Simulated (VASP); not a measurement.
Wanted: the native input for a VASP 6.6.1 run.

```
Task                   : single point
Functional             : PBE
Potentials or basis    : VASP PAW PBE potentials, release 64 (Cs_sv)
Cutoff                 : 520 eV
k mesh                 : 9 × 9 × 9
Occupations            : fermi-dirac, width 0.05 eV
Spin                   : no spin polarisation
Dipole correction      : no
Further INCAR settings : ALGO = Normal; EDIFF = 1e-07; NBANDS = 10
```

The structure of Cs lies in POSCAR:

```
Cs
1.0
   -2.7059462001      2.7059462001      2.7059462001
    2.7059462001     -2.7059462001      2.7059462001
    2.7059462001      2.7059462001     -2.7059462001
Cs
1
Direct
    0.0000000000      0.0000000000      0.0000000000
```

This cell differs from its parent crystal: volume scaled by 0.68.

These files were run (other wordings do the same):

INCAR

```
SYSTEM = Cs
PREC = Accurate
ENCUT = 520
EDIFF = 1E-7
ISMEAR = -1
SIGMA = 0.05
LREAL = .False.
LASPH = .True.
NELM = 80
ALGO = Normal
ISIF = 2
LWAVE = .False.
LCHARG = .True.
GGA = PE
LELF = .True.
LVHAR = .True.
NBANDS = 10
```

KPOINTS

```
regular mesh
0
Gamma
  9 9 9
  0 0 0
```

Potentials or basis: VASP PAW PBE potentials, release 64 (Cs_sv).

The run is started by

```console
$ cat potpaw_PBE.64/Cs_sv/POTCAR > POTCAR
$ mpirun -np 1 vasp_std > vasp.out
```

It gave:

```json
{
  "Pressure": "1.4 GPa"
}
```

Wall time 23 s on 1 thread of Intel(R) Xeon(R) Platinum 8488C (Sapphire Rapids), with other jobs on the host, peak memory 0.2 GiB.
